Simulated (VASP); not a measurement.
Set up this calculation in VASP 6.6.1, as the native input.

| Property | Result |
| --- | --- |
| Task | single point |
| Functional | PBE |
| Potentials or basis | VASP PAW PBE potentials, release 64 (Nb_sv) |
| Cutoff | 520 eV |
| k mesh | 13 × 13 × 13 |
| Occupations | gaussian, width 0.01 eV |
| Spin | no spin polarisation |
| Dipole correction | no |
| Further INCAR settings | ALGO = Normal; EDIFF = 1e-06; NBANDS = 12 |

The structure of Nb lies in POSCAR:

```
Nb
1.0
   -1.6547957147      1.6547957147      1.6547957147
    1.6547957147     -1.6547957147      1.6547957147
    1.6547957147      1.6547957147     -1.6547957147
Nb
1
Direct
    0.0000000000      0.0000000000      0.0000000000
```

These files were run (other wordings do the same):

INCAR

```
SYSTEM = Nb
  PREC = Accurate
  ENCUT = 520
  EDIFF = 1E-6
  ISMEAR = 0
  SIGMA = 0.01
  LREAL = .FALSE.
  LASPH = .TRUE.
  NELM = 80
  ALGO = Normal
  ISIF = 2
  LWAVE = .FALSE.
  LCHARG = .TRUE.
  GGA = PE
  LELF = .TRUE.
  LVHAR = .TRUE.
  NBANDS = 12
```

KPOINTS

```
regular mesh
0
G
  13 13 13
  0 0 0
```

Potentials or basis: VASP PAW PBE potentials, release 64 (Nb_sv).

The run is started by

```sh
$ cat potpaw_PBE.64/Nb_sv/POTCAR > POTCAR
$ mpirun -np 1 vasp_std > vasp.out
```

Results of the run:

```yaml
Pressure: -0.7 GPa
```

Wall time 6.7 s on 1 thread of Intel(R) Xeon(R) 6975P-C (Granite Rapids), on a shared host, peak memory 0.15 GiB.
